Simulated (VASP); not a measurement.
# PPt (P6_3mc) in VASP: notebook, part 2 of 2

VASP 6.6.1. Earlier steps stand in the parts before.

### Step 4. Relaxation of cell and atoms, PBE

This run uses another cell than the first one, of 19.27 Å³/atom, 1.021 times its volume.

INCAR reads:

```
  PREC = Accurate
  ENCUT = 600
  EDIFF = 1E-7
  ISMEAR = -1
  SIGMA = 0.05
  LREAL = False
  LASPH = True
  NELM = 100
  ALGO = Normal
  ISIF = 3
  LWAVE = False
  LCHARG = False
  GGA = PE
  IBRION = 2
  NSW = 60
  EDIFFG = -0.01
```

KPOINTS reads:

```
Automatic mesh
0
Gamma
  8 8 4
```

POSCAR reads:

```
PPt
1.0
    3.7430278549      0.0000000000      0.0000000000
   -1.8715139275      3.2415572094      0.0000000000
    0.0000000000      0.0000000000      6.3537430000
Pt P
2 2
Direct
    0.3333333333      0.6666666667      0.3718990000
    0.6666666667      0.3333333333      0.8718990000
    0.3333333333      0.6666666667      0.0031030000
    0.6666666667      0.3333333333      0.5031030000
```

Potentials or basis: VASP PAW PBE potentials, release 64 (Pt, P).

Started as:

```bash
$ cat potpaw_PBE.64/Pt/POTCAR potpaw_PBE.64/P/POTCAR > POTCAR
$ mpirun -np 1 vasp_std > vasp.out
```

OUTCAR:

```text
PREC = Accurate
   ENCUT = 600
   EDIFF = 1E-7
   ISMEAR = -1
   LREAL = False
   LASPH = True
   NELM = 100
   ISIF = 3
   GGA = PE
   IBRION = 2
   NSW = 60
   EDIFFG = -0.01

 ion  position               nearest neighbor table
   1  0.333  0.667  0.372-   4 2.32   4 2.32   4 2.32   3 2.34
   2  0.667  0.333  0.872-   3 2.32   3 2.32   3 2.32   4 2.34
   3  0.333  0.667  0.003-   2 2.32   2 2.32   2 2.32   1 2.34
   4  0.667  0.333  0.503-   1 2.32   1 2.32   1 2.32   2 2.34

  LATTYP: Found a hexagonal cell.
 ALAT       =     3.7430278549
 C/A-ratio  =     1.6974875011

  Lattice vectors:

 A1 = (   3.7430278549,   0.0000000000,   0.0000000000)
 A2 = (  -1.8715139275,   3.2415572094,   0.0000000000)
 A3 = (   0.0000000000,   0.0000000000,   6.3537430000)

[... 372 lines left out ...]

 number of electron      29.9999998 magnetization

 Free energy of the ion-electron system (eV)
  ---------------------------------------------------
  ext. energy  EPLUGINS =         0.00000000
  ---------------------------------------------------
  free energy    TOTEN  =       -24.32335114 eV

  energy without entropy =      -24.30753174  energy(sigma->0) =      -24.31544144

 E-fermi :   7.1491     XC(G=0): -10.7633

 val. band max:        7.1379811176   @ k =   0.3750   0.2500   0.2500
 cond. band min:       7.2182892155   @ k =   0.3750  -0.0000   0.5000
 fundamental gap:      0.0803080979
 Fermi energy:         7.1491062219

 k-point     1 :       0.0000    0.0000    0.0000
  band No.  band energies     occupation
      1      -5.8204      2.00000
      2      -4.5634      2.00000
      3       0.9317      2.00000
      4       1.0280      2.00000
      5       1.3599      2.00000
      6       1.3599      2.00000
[... 505 lines left out ...]
      6       1.9329      2.00000
[... 11 lines left out ...]
     18       8.2205      0.00000
     19      12.1666      0.00000

 [... further k-points ...]
[... 5 lines left out ...]
  --------------------------------------------------------------------------------------
  -------------------------------------------------------------------------------------
  Total        0.0383162      0.0383162      0.0086239     -0.0000000      0.0000000      0.0000000
  in kB        0.8017847      0.8017847      0.1804587     -0.0000000      0.0000000      0.0000000
  external PRESSURE =       0.5946761 kB  Pullay stress =       0.0000000 kB
[... 19 lines left out ...]
  FREE ENERGIE OF THE ION-ELECTRON SYSTEM (eV)
  ---------------------------------------------------
  free  energy   TOTEN  =       -24.3233511438 eV

  energy  without entropy=      -24.3075317414  energy(sigma->0) =      -24.31544144

 reached required accuracy - stopping structural energy minimisation
```

CONTCAR:

```text
PPt
   1.00000000000000
     3.6748712456483674    0.0000000000010471    0.0000000000000000
    -1.8374356228723667    3.1825318543526340   -0.0000000000000000
     0.0000000000000000   -0.0000000000000000    6.5466738381661003
  Pt              P
     2     2
Direct
     0.3333333332999970    0.6666666667000030    0.3672715534024469
     0.6666666667000030    0.3333333332999970    0.8672715534024470
     0.3333333332999970    0.6666666667000030    0.0077304465975552
     0.6666666667000030    0.3333333332999970    0.5077304465975551

  0.00000000E+00  0.00000000E+00  0.00000000E+00
  0.00000000E+00  0.00000000E+00  0.00000000E+00
  0.00000000E+00  0.00000000E+00  0.00000000E+00
  0.00000000E+00  0.00000000E+00  0.00000000E+00
```

It took 5.8 min on 1 thread of Intel Xeon Platinum 8259CL at 2.50GHz (Skylake/Cascade Lake), shared host; peak memory 0.24 GiB.

Results:

* Free energy: -24.3234 eV
* Relaxed volume: 19.14 Å³/atom
* Relaxed cell: a = 3.675 Å, b = 3.675 Å, c = 6.547 Å, α = 90.00°, β = 90.00°, γ = 120.00°
* Space group after relaxing (to 0.05 Å): P6_3mc (No. 186)
* Energy gained by relaxing: 3.5 meV/atom
* Ionic steps: 11
* Pressure after relaxing: 0.1 GPa
* Largest force after relaxing: 0.007 eV/Å
* Band gap on the k mesh: zero (band 15 reaches 9.92 eV, above the bottom of band 16 at 6.22 eV)

Forces on the atoms (eV/Å):
```
Pt   0.000  0.000 -0.007
Pt   0.000  0.000 -0.007
P    0.000  0.000  0.007
P    0.000  0.000  0.007
```

Step by step:
| step | energy change (eV) | largest force (eV/Å) | pressure (GPa) | volume (Å³) |
| --- | --- | --- | --- | --- |
| 1 | 0.0000 | 0.1363 | -0.03 | 77.09 |
| 2 | -0.0030 | 0.0353 | -0.06 | 77.05 |
| 3 | -0.0039 | 0.0581 | -0.08 | 77.01 |
| 4 | -0.0058 | 0.0545 | -0.04 | 76.95 |
| 5 | -0.0103 | 0.0501 | 0.07 | 76.77 |
| 6 | -0.0133 | 0.0488 | 0.27 | 76.36 |
| 7 | -0.0136 | 0.0503 | 0.21 | 76.47 |
| 8 | -0.0136 | 0.0501 | 0.23 | 76.45 |
| 9 | -0.0138 | 0.0061 | -0.23 | 76.73 |
| 10 | -0.0139 | 0.0129 | -0.07 | 76.63 |
| 11 | -0.0139 | 0.0065 | 0.06 | 76.57 |

Final structure:
```
CELL_PARAMETERS angstrom
3.67487 0.00000 0.00000
-1.83744 3.18253 0.00000
0.00000 0.00000 6.54667
ATOMIC_POSITIONS crystal
Pt 0.33333 0.66667 0.36727
Pt 0.66667 0.33333 0.86727
P 0.33333 0.66667 0.00773
P 0.66667 0.33333 0.50773
```

Levels at points of the mesh, in eV from the Fermi level:
| k point | band 12 | band 13 | band 14 | band 15 | band 16 | band 17 | band 18 | band 19 |
| --- | --- | --- | --- | --- | --- | --- | --- | --- |
| (0.00, 0.00, 0.00) | -3.37 | -3.26 | 1.91 | 1.91 | 2.92 | 3.77 | 4.08 | 4.08 |
| (0.50, 0.00, 0.00) | -2.98 | -2.45 | -2.41 | -1.75 | -0.65 | 0.64 | 2.06 | 4.53 |
| (0.00, 0.00, 0.50) | -3.58 | -0.57 | -0.57 | 2.77 | 2.77 | 2.77 | 2.77 | 4.75 |
| (0.50, 0.00, 0.50) | -3.13 | -2.88 | -2.88 | -0.09 | -0.09 | 0.71 | 0.71 | 4.90 |

Caveat: spin-orbit coupling is left out, which moves the levels of the heavy elements.

### Step 5. Relaxation of cell and atoms, PBE, target pressure 2 GPa, at which the enthalpy is minimised

This run uses another cell than the first one, of 19.27 Å³/atom, 1.021 times its volume.

INCAR reads:

```
SYSTEM = PPt
  PREC = Accurate
  ENCUT = 600
  EDIFF = 1E-7
  ISMEAR = -1
  SIGMA = 0.05
  LREAL = .FALSE.
  LASPH = .TRUE.
  NELM = 60
  ALGO = Normal
  ISIF = 3
  LWAVE = .FALSE.
  LCHARG = .FALSE.
  GGA = PE
  IBRION = 2
  NSW = 60
  EDIFFG = -0.01
  PSTRESS = 20.0
```

KPOINTS reads:

```
Automatic mesh
0
G
  8 8 4
  0 0 0
```

POSCAR is that of step 4.

Potentials or basis: VASP PAW PBE potentials, release 64 (Pt, P).

Started as:

```bash
$ cat potpaw_PBE.64/Pt/POTCAR potpaw_PBE.64/P/POTCAR > POTCAR
$ mpirun -np 1 vasp_std > vasp.out
```

OUTCAR:

```text
SYSTEM = PPt
   PREC = Accurate
   ENCUT = 600
   EDIFF = 1E-7
   ISMEAR = -1
   LREAL = .FALSE.
   LASPH = .TRUE.
   NELM = 60
   ISIF = 3
   GGA = PE
   IBRION = 2
   NSW = 60
   EDIFFG = -0.01
   PSTRESS = 20.0

 ion  position               nearest neighbor table
   1  0.333  0.667  0.372-   4 2.32   4 2.32   4 2.32   3 2.34
   2  0.667  0.333  0.872-   3 2.32   3 2.32   3 2.32   4 2.34
   3  0.333  0.667  0.003-   2 2.32   2 2.32   2 2.32   1 2.34
   4  0.667  0.333  0.503-   1 2.32   1 2.32   1 2.32   2 2.34

  LATTYP: Found a hexagonal cell.
 ALAT       =     3.7430278549
 C/A-ratio  =     1.6974875011

  Lattice vectors:

 A1 = (   3.7430278549,   0.0000000000,   0.0000000000)
 A2 = (  -1.8715139275,   3.2415572094,   0.0000000000)
 A3 = (   0.0000000000,   0.0000000000,   6.3537430000)

Analysis of symmetry for initial positions (statically):
=====================================================================
 Subroutine PRICEL returns:
 Original cell was already a primitive cell.

 Routine SETGRP: Setting up the symmetry group for a
 hexagonal supercell.

 Subroutine GETGRP returns: Found 12 space group operations
 (whereof  6 operations were pure point group operations)
[... 178 lines left out ...]
  -------------------------------------------------------------------------------------
  Total       -0.0958101     -0.0958101      0.1477463      0.0000000      0.0000000      0.0000000
  in kB       -1.9912026     -1.9912026      3.0705822      0.0000000      0.0000000      0.0000000
  external PRESSURE =     -20.3039410 kB  Pullay stress =      20.0000000 kB
[... 103 lines left out ...]
  energy  without entropy=      -24.2880625633  energy(sigma->0) =      -24.29543152

  enthalpy is  TOTEN    =       -23.3561902766 eV   P V=        0.9466101946

[... ionic steps 4 to 10 ...]

--------------------------------------- Ionic step       11  -------------------------------------------

 number of electron      29.9999998 magnetization

------------------------ aborting loop because EDIFF is reached ----------------------------------------
[... 75 lines left out ...]
--------------------------------------- Ionic step       13  -------------------------------------------

 number of electron      29.9999998 magnetization

 Free energy of the ion-electron system (eV)
  ---------------------------------------------------
  ext. energy  EPLUGINS =         0.00000000
  ---------------------------------------------------
  free energy    TOTEN  =       -24.31603887 eV

  energy without entropy =      -24.30058420  energy(sigma->0) =      -24.30831154

 E-fermi :   7.3482     XC(G=0): -10.8417

 val. band max:        7.3481203981   @ k =   0.3750   0.2500   0.2500
 cond. band min:       7.3952038812   @ k =   0.3750  -0.0000   0.5000
 fundamental gap:      0.0470834830
 Fermi energy:         7.3481744476

 k-point     1 :       0.0000    0.0000    0.0000
  band No.  band energies     occupation
      1      -5.7307      2.00000
      2      -4.4495      2.00000
      3       1.0093      2.00000
      4       1.1082      2.00000
      5       1.4893      2.00000
      6       1.4893      2.00000
[... 505 lines left out ...]
      6       2.0484      2.00000
[... 11 lines left out ...]
     18       8.4620      0.00000
     19      12.4019      0.00000

 [... further k-points ...]
[... 5 lines left out ...]
  --------------------------------------------------------------------------------------
  -------------------------------------------------------------------------------------
  Total        0.9408204      0.9408204      0.9480350     -0.0000000      0.0000000     -0.0000000
  in kB       19.9877574     19.9877574     20.1410312     -0.0000000      0.0000000     -0.0000000
  external PRESSURE =       0.0388487 kB  Pullay stress =      20.0000000 kB
[... 23 lines left out ...]
  energy  without entropy=      -24.3005842037  energy(sigma->0) =      -24.30831154

  enthalpy is  TOTEN    =       -23.3746422016 eV   P V=        0.9413966675

 reached required accuracy - stopping structural energy minimisation
```

OSZICAR:

```text
N       E                     dE             d eps       ncg     rms          rms(c)
DAV:   1     0.167838833196E+03    0.16784E+03   -0.15544E+04  1140   0.161E+03
DAV:   2    -0.176509228711E+02   -0.18549E+03   -0.17817E+03  1393   0.283E+02
DAV:   3    -0.256402552222E+02   -0.79893E+01   -0.77388E+01  1400   0.562E+01
DAV:   4    -0.257838667648E+02   -0.14361E+00   -0.14313E+00  1394   0.825E+00
[... 116 lines left out ...]
DAV:   1    -0.243160506161E+02   -0.20144E-03   -0.13255E-03  1146   0.234E-01    0.262E-02
DAV:   2    -0.243160409059E+02    0.97102E-05   -0.69748E-05  1278   0.691E-02    0.928E-03
DAV:   3    -0.243160395465E+02    0.13594E-05   -0.34221E-06  1369   0.140E-02    0.500E-03
DAV:   4    -0.243160389656E+02    0.58083E-06   -0.15937E-06  1241   0.708E-03    0.203E-03
DAV:   5    -0.243160388691E+02    0.96552E-07   -0.10453E-07   698   0.220E-03
  13 F= -.23374642E+02 E0= -.23366915E+02  d E =-.108977E-04
```

Run time: 6 min. Hardware: 1 thread of Intel Xeon Platinum 8259CL at 2.50GHz (Skylake/Cascade Lake), shared host; peak memory 0.24 GiB.

Results:

| Quantity | Value |
| --- | --- |
| Free energy | -24.3160 eV |
| Relaxed volume | 18.85 Å³/atom |
| Relaxed cell | a = 3.647 Å, b = 3.647 Å, c = 6.547 Å, α = 90.00°, β = 90.00°, γ = 120.00° |
| Space group after relaxing (to 0.05 Å) | P6_3mc (No. 186) |
| Energy change on relaxing (the enthalpy is what falls) | -1.7 meV/atom |
| Ionic steps | 13 |
| Pressure after relaxing | 2.0 GPa |
| Largest force after relaxing | 0.004 eV/Å |
| Band gap on the k mesh | zero (band 15 reaches 10.16 eV, above the bottom of band 16 at 6.42 eV) |

Forces in eV/Å, atoms in the order of the input:
```
Pt   0.000  0.000  0.004
Pt   0.000  0.000  0.004
P    0.000  0.000 -0.004
P    0.000  0.000 -0.004
```

The path:
```tsv
step	energy change (eV)	largest force (eV/Å)	pressure (GPa)	volume (Å³)
1	0.0000	0.1363	-0.03	77.09
2	0.0371	0.0928	5.10	74.40
3	0.0066	0.1191	2.24	75.83
4	0.0032	0.0478	2.15	75.82
5	-0.0001	0.1293	1.95	75.79
6	-0.0018	0.1190	1.91	75.77
7	-0.0059	0.0914	1.81	75.72
8	-0.0084	0.0378	1.62	75.59
9	-0.0085	0.0413	1.63	75.59
10	-0.0062	0.0087	2.06	75.39
11	-0.0064	0.0103	2.04	75.40
12	-0.0064	0.0111	2.03	75.40
13	-0.0066	0.0038	2.00	75.41
```

Final structure:
```
Pt P
1.0
     3.64692    0.00000    0.00000
    -1.82346    3.15833    0.00000
     0.00000    0.00000    6.54740
Pt P
2 2
Direct
  0.33333 0.66667 0.36636
  0.66667 0.33333 0.86636
  0.33333 0.66667 0.00864
  0.66667 0.33333 0.50864
```

Caveat: the cell is relaxed towards a set pressure, so the enthalpy falls and the energy may rise; spin-orbit coupling is left out, which moves the levels of the heavy elements.

### Step 6. Summary

| task | cell | cutoff (eV) | gap on the mesh (eV) | pressure (GPa) |
| --- | --- | --- | --- | --- |
| single point | a = 3.649, b = 3.649, c = 6.548 Å, angles 90.0, 90.0, 120.0°, 4 atoms | 520 | none | 1.8 |
| single point | a = 3.678, b = 3.678, c = 6.546 Å, angles 90.0, 90.0, 120.0°, 4 atoms | 520 | none | -0.2 |
| relaxation of cell and atoms | relaxed from a = 3.743, b = 3.743, c = 6.354 Å, angles 90.0, 90.0, 120.0°, 4 atoms | 600 | none | 0.1 |
| relaxation of cell and atoms | relaxed to 2 GPa from a = 3.743, b = 3.743, c = 6.354 Å, angles 90.0, 90.0, 120.0°, 4 atoms | 600 | none | 2.0 |

Alike in all rows: level PBE; potentials or basis VASP PAW PBE potentials, release 64 (Pt, P); no spin polarisation; k mesh 8 × 8 × 4; smearing fermi-dirac 0.05 eV.

Caveats: spin-orbit coupling is left out, which moves the levels of the heavy elements; the cell is relaxed towards a set pressure, so the enthalpy falls and the energy may rise (some runs).

Absolute energies hang on the potentials; compare differences alone.
